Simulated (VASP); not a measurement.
A run of VASP 6.6.1 is set up as follows.

The input POSCAR:

```
Tl
1.0
   -1.9559951750      1.9559951750      1.9559951750
    1.9559951750     -1.9559951750      1.9559951750
    1.9559951750      1.9559951750     -1.9559951750
Tl
1
Direct
    0.0000000000      0.0000000000      0.0000000000
```

File INCAR.step1:

```
SYSTEM = Tl
  PREC = Accurate
  ENCUT = 440
  ISMEAR = -5
  SIGMA = 0.05
  LREAL = .False.
  LASPH = .True.
  NELM = 120
  NBANDS = 12
  GGA = PE
  ALGO = Normal
  EDIFF = 1E-5
  LWAVE = .True.
  LCHARG = .False.
  GGA_COMPAT = .False.
```

INCAR.step2

```
SYSTEM = Tl
  PREC = Accurate
  ENCUT = 440
  EDIFF = 1E-8
  ISMEAR = -5
  SIGMA = 0.05
  LREAL = .False.
  LASPH = .True.
  NELM = 120
  ALGO = Normal
  ISIF = 2
  LWAVE = .False.
  LCHARG = .False.
  METAGGA = R2SCAN
  LMIXTAU = .True.
  LEFG = .True.
  NBANDS = 12
  ISTART = 1
  GGA_COMPAT = .False.
```

KPOINTS

```
regular mesh
0
Gamma
  10 10 10
  0 0 0
```

Potentials or basis: VASP PAW PBE potentials, release 64 (Tl_d).

The run is started by

```console
$ cat potpaw_PBE.64/Tl_d/POTCAR > POTCAR
$ cp INCAR.step1 INCAR
$ mpirun -np 1 vasp_std > vasp.out
$ cp INCAR.step2 INCAR
$ mpirun -np 1 vasp_std > vasp.out
```

Q: Predict the band gap on the k mesh.

A: Zero (an odd number of electrons rules out a gap without spin polarisation).

Q: Predict the pressure.

A: 0.2 GPa.

Caveat: the PAW data sets were made with another functional, which shifts forces and pressure a little; spin-orbit coupling is left out, which moves the levels of the heavy elements; tetrahedron occupations give inexact forces and stress in metals.
